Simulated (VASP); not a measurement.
Here is a VASP 6.6.1 calculation.

Contents of INCAR:

```
SYSTEM = Hf2SnS3
PREC = Accurate ; ENCUT = 520
EDIFF = 1E-6 ; ISMEAR = 0
SIGMA = 0.1 ; LREAL = .FALSE.
LASPH = .TRUE. ; NELM = 80
ALGO = Normal ; ISIF = 2
LWAVE = .FALSE. ; LCHARG = .FALSE.
GGA = PE ; NBANDS = 35
```

File KPOINTS:

```
regular mesh
0
G
  6 6 2
  0 0 0
```

Contents of POSCAR:

```
Hf2SnS3
1.0
    4.6090803961      0.0000000000      0.0000000000
   -2.3045401981      3.9915807111      0.0000000000
    0.0000000000      0.0000000000      6.2429260146
Hf Sn S
2 1 3
Direct
    0.3333333333      0.6666666667      0.7583227499
    0.3333333333      0.6666666667      0.2416772501
    0.6666666667      0.3333333333      0.5000000000
    0.6666666667      0.3333333333      0.0000000000
    0.0000000000      0.0000000000      0.5000000000
    0.0000000000      0.0000000000      0.0000000000
```

Potentials or basis: VASP PAW PBE potentials, release 64 (Hf_pv, Sn_d, S).

The run is started by

```sh
$ cat potpaw_PBE.64/Hf_pv/POTCAR potpaw_PBE.64/Sn_d/POTCAR potpaw_PBE.64/S/POTCAR > POTCAR
$ mpirun -np 1 vasp_std > vasp.out
```

(1) Estimate the largest force.

(2) What does it give for the pressure?

(3) Predict the band gap on the k mesh.

Answers

(1) 0.010 eV/Å.

(2) -0.6 GPa.

(3) zero (band 26 reaches 8.07 eV, above the bottom of band 27 at 6.79 eV).

Caveat: the k points lie up to 0.50 Å⁻¹ apart; spin-orbit coupling is left out, which moves the levels of the heavy elements.
